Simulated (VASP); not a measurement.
# LiH (R3m) in VASP: further runs

The runs below take LiH through single point, with LDA.

Program: VASP 6.6.1. These are calculated values, not measurements. Logs are shortened: lines on timing, memory, paths and dates and some standing lists are left out, and cuts for length are marked.

### 1 The cell of the first run

The structure is trigonal, space group R3m (No. 160). Conventional cell: a = 2.874 Å, b = 2.874 Å, c = 7.041 Å, α = 90.00°, β = 90.00°, γ = 120.00°. Li (site symmetry 3m) has 6 H at 1.92 to 2.15 Å within 2.6 Å. H (site symmetry 3m) has 6 Li at 1.92 to 2.15 Å within 2.6 Å.

### 2 Single point, LDA (all H atoms moved -0.200 Å, as atom 2 along Cartesian [1 1 1])

Input file INCAR:

```
PREC = Accurate ; ENCUT = 520
EDIFF = 1E-6 ; ISMEAR = 0
SIGMA = 0.05 ; LREAL = F
LASPH = T ; NELM = 100
ALGO = Normal ; ISIF = 2
LWAVE = F ; LCHARG = F
NBANDS = 9
```

Input file KPOINTS:

```
regular mesh
0
Gamma
  10 10 10
```

Input file POSCAR:

```
LiH
1.0
    0.0000000000      2.0325000000      2.0325000000
    2.0325000000      0.0000000000      2.0325000000
    2.0325000000      2.0325000000      0.0000000000
Li H
1 1
Direct
    0.0000000000      0.0000000000      0.0000000000
    0.4715940827      0.4715940827      0.4715940827
```

Potentials or basis: VASP PAW LDA potentials, release 64 (Li_sv, H).

Command:

```bash
> cat potpaw_LDA.64/Li_sv/POTCAR potpaw_LDA.64/H/POTCAR > POTCAR
> mpirun -np 1 vasp_std > vasp.out
```

OUTCAR:

```text
PREC = Accurate
   ENCUT = 520
   EDIFF = 1E-6
   ISMEAR = 0
   LREAL = F
   LASPH = T
   NELM = 100
   ISIF = 2

 ion  position               nearest neighbor table
   1  0.000  0.000  0.000-
   2  0.472  0.472  0.472-

  LATTYP: Found a face centered cubic cell.
 ALAT       =     4.0650000000

  Lattice vectors:

 A1 = (   0.0000000000,   2.0325000000,   2.0325000000)
 A2 = (   2.0325000000,   0.0000000000,   2.0325000000)
 A3 = (   2.0325000000,   2.0325000000,   0.0000000000)

Analysis of symmetry for initial positions (statically):
=====================================================================
 Subroutine PRICEL returns:
 Original cell was already a primitive cell.

 Routine SETGRP: Setting up the symmetry group for a
 face centered cubic supercell.

 Subroutine GETGRP returns: Found  6 space group operations
 (whereof  6 operations were pure point group operations)
 out of a pool of 48 trial point group operations.

The static configuration has the point symmetry C_3v.

Analysis of symmetry for dynamics (positions and initial velocities):
=====================================================================
 Subroutine PRICEL returns:
 Original cell was already a primitive cell.

 Routine SETGRP: Setting up the symmetry group for a
 face centered cubic supercell.

 Subroutine GETGRP returns: Found  6 space group operations
 (whereof  6 operations were pure point group operations)
 out of a pool of 48 trial point group operations.

The dynamic configuration has the point symmetry C_3v.

 Subroutine INISYM returns: Found  6 space group operations
 (whereof  6 operations are pure point group operations),
 and found     1 'primitive' translations

----------------------------------------------------------------------------------------

                                     Primitive cell

  volume of cell :      16.7927

  direct lattice vectors                    reciprocal lattice vectors
     0.000000000  2.032500000  2.032500000    -0.246002460  0.246002460  0.246002460
     2.032500000  0.000000000  2.032500000     0.246002460 -0.246002460  0.246002460
     2.032500000  2.032500000  0.000000000     0.246002460  0.246002460 -0.246002460

  length of vectors
     2.874389066  2.874389066  2.874389066     0.426088760  0.426088760  0.426088760

  position of ions in fractional coordinates (direct lattice)
     0.000000000  0.000000000  0.000000000
     0.471594083  0.471594083  0.471594083

  ion indices of the primitive-cell ions
   primitive index   ion index
                 1           1
                 2           2

----------------------------------------------------------------------------------------

 KPOINTS: regular mesh

Automatic generation of k-mesh.
 Grid dimensions read from file:
 generate k-points for:   10   10   10

 Generating k-lattice:

  Cartesian coordinates                     Fractional coordinates (reciprocal lattice)
    -0.024600246  0.024600246  0.024600246     0.100000000  0.000000000  0.000000000
     0.024600246 -0.024600246  0.024600246     0.000000000  0.100000000  0.000000000
     0.024600246  0.024600246 -0.024600246     0.000000000  0.000000000  0.100000000

  Length of vectors
     0.042608876  0.042608876  0.042608876

  Shift w.r.t. Gamma in fractional coordinates (k-lattice)
     0.000000000  0.000000000  0.000000000

 Subroutine IBZKPT returns following result:
 ===========================================

 Found    116 irreducible k-points:

 Following reciprocal coordinates:
            Coordinates               Weight
  0.000000  0.000000  0.000000      1.000000
  0.100000  0.000000  0.000000      6.000000
  0.100000  0.100000  0.100000      2.000000
  0.200000  0.000000  0.000000      6.000000
  0.200000  0.200000  0.200000      2.000000
  0.300000  0.000000  0.000000      6.000000
[... 16 lines left out ...]
  0.100000  0.100000 -0.400000      6.000000
  0.500000  0.400000  0.500000      6.000000
 [... further k-points ...]
   k-points           NKPTS =    116   k-points in BZ     NKDIM =    116   number of bands    NBANDS=      9
   number of dos      NEDOS =    301   number of ions     NIONS =      2
   total plane-waves  NPLWV =  13824
   dimension x,y,z NGX =    24 NGY =   24 NGZ =   24
   dimension x,y,z NGXF=    48 NGYF=   48 NGZF=   48
   ions per type =               1   1
   NGX,Y,Z   is equivalent  to a cutoff of  13.88, 13.88, 13.88 a.u.
   NGXF,Y,Z  is equivalent  to a cutoff of  27.76, 27.76, 27.76 a.u.
 SYSTEM =  unknown system
   PREC   = accura    normal or accurate (medium, high low for compatibility)
   ISTART =      0    job   : 0-new  1-cont  2-samecut
   ICHARG =      2    charge: 1-file 2-atom 10-const
   ISPIN  =      1    spin polarized calculation?
   LNONCOLLINEAR =      F non collinear calculations
   LSORBIT =      F    spin-orbit coupling
   LASPH  =      T    aspherical Exc in radial PAW
   ENCUT  =  520.0 eV  38.22 Ry    6.18 a.u.   5.34  5.34  5.34*2*pi/ulx,y,z
   NELM   =    100;   NELMIN=  2; NELMDL= -5     # of ELM steps
   EDIFF  = 0.1E-05   stopping-criterion for ELM
   LREAL  =      F    real-space projection
   EDIFFG = 0.1E-04   stopping-criterion for IOM
   NSW    =      0    number of steps for IOM
   IBRION =     -1    ionic relax: 0-MD 1-quasi-New 2-CG
   NFREE  =      0    steps in history (QN), initial steepest desc. (CG)
   ISIF   =      2    stress and relaxation
   ISYM   =      2    0-nonsym 1-usesym 2-fastsym
   POTIM  = 0.5000    time-step for ionic-motion
   TEBEG  =    0.0;   TEEND  =   0.0 temperature during run
   PSTRESS=    0.0 pullay stress
   NELECT =       4.0000    total number of electrons
   NUPDOWN=      -1.0000    fix difference up-down
   EMIN   =  10.00;   EMAX   =-10.00  energy-range for DOS
   EFERMI =   0.00;   METHOD = LEGACY
   ISMEAR =     0;   SIGMA  =   0.05  broadening in eV -4-tet -1-fermi 0-gaus
   EFERMI_NEDOS =   21; number of points for ismear=-14 and -15
   IALGO  =     38    algorithm
   IMIX   =      4    mixing-type and parameters
     AMIX     =   0.40;   BMIX     =  1.00
     AMIX_MAG =   1.60;   BMIX_MAG =  1.00
  volume/ion in A,a.u.               =       8.40        56.66
  Fermi-wavevector in a.u.,A,eV,Ry     =   1.014817  1.917726 14.012000  1.029853
  Thomas-Fermi vector in A             =   2.148066
   LORBIT       =      0    0 simple, 1 ext, 2 COOP (PROOUT), +10 PAW based schemes
   GGA     = CA    functional components
   LHFCALC =     F    Hartree Fock is set to
   AEXX    =    0.0000 exact exchange contribution
   IVDW    =     0    specifies the selected vdW correction
   LEPSILON=     F    determine dielectric tensor
   LRPA    =     F    only Hartree local field effects (RPA)
 non-spin polarized calculation
 Gauss-broadening in eV      SIGMA  =   0.05
  energy-cutoff  :      520.00
  volume of cell :       16.79
 maximum number of plane-waves:       465
 NGX is ok and might be reduce to    24
   NGX = 11   NGY = 11   NGZ = 11

 number of electron       3.9999998 magnetization

 Free energy of the ion-electron system (eV)
  ---------------------------------------------------
  ext. energy  EPLUGINS =         0.00000000
  ---------------------------------------------------
  free energy    TOTEN  =        -6.45363612 eV

  energy without entropy =       -6.45363612  energy(sigma->0) =       -6.45363612

 E-fermi :   0.2263     XC(G=0):  -8.6610

 val. band max:       -0.0997037403   @ k =   0.5000   0.5000   0.0000
 cond. band min:       2.7831000624   @ k =   0.5000   0.5000   0.0000
 fundamental gap:      2.8828038027
 Fermi energy:         0.2263117217

 k-point     1 :       0.0000    0.0000    0.0000
  band No.  band energies     occupation
      1     -43.4839      2.00000
      2      -5.3837      2.00000
      3      14.8834      0.00000
      4      16.9790      0.00000
      5      16.9790      0.00000
      6      17.9415      0.00000
      7      21.5999      0.00000
      8      21.7014      0.00000
      9      21.7014      0.00000

 k-point     2 :       0.1000    0.0000    0.0000
  band No.  band energies     occupation
      1     -43.4796      2.00000
      2      -5.2124      2.00000
      3      13.7519      0.00000
      4      15.7987      0.00000
      5      16.6056      0.00000
      6      17.5156      0.00000
      7      21.1422      0.00000
      8      22.3982      0.00000
      9      22.5032      0.00000

 k-point     3 :       0.1000    0.1000    0.1000
  band No.  band energies     occupation
      1     -43.4796      2.00000
      2      -5.2090      2.00000
      3      13.5499      0.00000
      4      16.6154      0.00000
      5      16.6154      0.00000
      6      16.8265      0.00000
      7      21.1958      0.00000
      8      22.4541      0.00000
      9      22.4541      0.00000

 k-point     4 :       0.2000    0.0000    0.0000
  band No.  band energies     occupation
      1     -43.4684      2.00000
      2      -4.7111      2.00000
      3      10.7501      0.00000
      4      14.7209      0.00000
      5      15.9884      0.00000
      6      16.5854      0.00000
      7      21.8548      0.00000
      8      22.4066      0.00000
      9      22.4201      0.00000
[... 205 lines left out ...]
 k-point    22 :       0.5000    0.1000    0.0000
  band No.  band energies     occupation
      1     -43.4374      2.00000
      2      -2.5033      2.00000
      3       4.6757      0.00000
      4      11.6973      0.00000
      5      14.3673      0.00000
      6      15.2462      0.00000
      7      19.7455      0.00000
      8      21.2953      0.00000
      9      25.8081      0.00000

 k-point    23 :       0.1000    0.1000   -0.4000
  band No.  band energies     occupation
      1     -43.4374      2.00000
      2      -2.5047      2.00000
      3       4.6851      0.00000
      4      11.7229      0.00000
      5      14.2057      0.00000
      6      15.2848      0.00000
      7      20.3489      0.00000
      8      20.7768      0.00000
      9      25.8321      0.00000

 k-point    24 :       0.5000    0.4000    0.5000
  band No.  band energies     occupation
      1     -43.4377      2.00000
      2      -2.4230      2.00000
      3       4.4786      0.00000
      4      11.8814      0.00000
      5      14.2395      0.00000
      6      15.2228      0.00000
      7      20.2718      0.00000
      8      20.7579      0.00000
      9      25.8827      0.00000

 [... further k-points ...]
[... 5 lines left out ...]
  --------------------------------------------------------------------------------------
  -------------------------------------------------------------------------------------
  Total       -0.3736816     -0.3736816     -0.3736816     -0.0096054     -0.0096054     -0.0096054
  in kB      -35.6525568    -35.6525568    -35.6525568     -0.9164361     -0.9164361     -0.9164361
  external PRESSURE =     -35.6525568 kB  Pullay stress =       0.0000000 kB

 VOLUME and BASIS-vectors are now :
 -----------------------------------------------------------------------------
  energy-cutoff  :      520.00
  volume of cell :       16.79
      direct lattice vectors                 reciprocal lattice vectors
     0.000000000  2.032500000  2.032500000    -0.246002460  0.246002460  0.246002460
     2.032500000  0.000000000  2.032500000     0.246002460 -0.246002460  0.246002460
     2.032500000  2.032500000  0.000000000     0.246002460  0.246002460 -0.246002460

 POSITION                                       TOTAL-FORCE (eV/Angst)
 -----------------------------------------------------------------------------------
      0.00000      0.00000      0.00000        -0.105686     -0.105686     -0.105686
      1.91703      1.91703      1.91703         0.105686      0.105686      0.105686
 -----------------------------------------------------------------------------------
    total drift:                               -0.000014     -0.000014     -0.000014

  FREE ENERGIE OF THE ION-ELECTRON SYSTEM (eV)
  ---------------------------------------------------
  free  energy   TOTEN  =        -6.4536361191 eV

  energy  without entropy=       -6.4536361191  energy(sigma->0) =       -6.45363612
```

It took 7.9 s on 1 thread of Intel Xeon Platinum 8259CL at 2.50GHz (Skylake/Cascade Lake), shared host; peak memory 0.13 GiB.

Results:

| Property | Result |
| --- | --- |
| Free energy | -6.4536 eV |
| Largest force | 0.183 eV/Å |
| Band gap on the k mesh | 2.88 eV |

Forces on the atoms (eV/Å):
```
Li  -0.106 -0.106 -0.106
H    0.106  0.106  0.106
```

Levels at points of the mesh, in eV from the valence-band top:
```tsv
k point	band 1	band 2	band 3	band 4	band 5	band 6	band 7
(0.00, 0.00, 0.00)	-43.38	-5.28	14.98	17.08	17.08	18.04	21.70
(0.50, 0.00, 0.00)	-43.34	-2.55	4.63	13.31	15.59	15.68	18.64
(0.50, 0.50, 0.50)	-43.34	-2.46	4.43	13.49	15.68	15.68	18.52
(0.50, 0.50, 0.00)	-43.33	0.00	2.88	10.28	10.29	13.47	16.63
```

Caveat: the cell differs from its parent crystal (all H atoms moved -0.200 Å, as atom 2 along Cartesian [1 1 1]); the cutoff is under 1.25 times the usual one of these potentials, so pressure, stress and relaxed cells hold a basis-set (Pulay) error. A k mesh can miss the band edges.

(Part 1 of 2 ends here.)
